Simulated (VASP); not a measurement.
**C: relaxation of cell and atoms with LDA**

The system is C.

```xyz
2
Lattice="0.0000 1.7660 1.7660 1.7660 0.0000 1.7660 1.7660 1.7660 0.0000" Properties=species:S:1:pos:R:3 pbc="T T T"
C     0.0000    0.0000    0.0000
C     0.8830    0.8830    0.8830
```

```yaml
Program: VASP 6.6.1
Task: relaxation of cell and atoms
Functional: LDA
Potentials_or_basis: VASP PAW LDA potentials, release 64 (C)
Cutoff: 600 eV
k_mesh: 12 × 12 × 12
Occupations: gaussian, width 0.02 eV
Spin: no spin polarisation
Dipole_correction: no
Further_INCAR_settings: ALGO = Normal; EDIFF = 1e-07; IBRION = 2; EDIFFG = -0.005; NSW = 100; ISIF = 3
```

- Relaxed volume: 5.52 Å³/atom
- Relaxed cell: a = 2.499 Å, b = 2.499 Å, c = 2.499 Å, α = 60.00°, β = 60.00°, γ = 60.00°
- Space group after relaxing (to 0.05 Å): Fd-3m (No. 227)
- Energy gained by relaxing: 0.0 meV/atom
- Ionic steps: 3
- Pressure after relaxing: 0.0 GPa
- Band gap on the k mesh: 4.19 eV, indirect (least direct gap 5.62 eV)

Final structure:
```
C
1.0
     0.00000    1.76692    1.76692
     1.76692    0.00000    1.76692
     1.76692    1.76692    0.00000
C
2
Direct
  0.00000 0.00000 0.00000
  0.25000 0.25000 0.25000
```

Levels at points of the mesh, in eV from the valence-band top:
| k point | band 2 | band 3 | band 4 | band 5 | band 6 | band 7 |
| --- | --- | --- | --- | --- | --- | --- |
| (0.00, 0.00, 0.00) | 0.00 | 0.00 | 0.00 | 5.62 | 5.62 | 5.62 |
| (0.50, 0.00, 0.00) | -13.67 | -2.86 | -2.86 | 8.50 | 8.50 | 9.40 |
| (0.50, 0.50, 0.00) | -12.81 | -6.46 | -6.46 | 4.77 | 4.77 | 17.05 |

Wall time 4.4 s on 1 thread of Intel(R) Xeon(R) 6975P-C (Granite Rapids), on a shared host, peak memory 0.11 GiB.

A k mesh can miss the band edges. A hybrid or GW would open this gap; LDA tends to underestimate it.
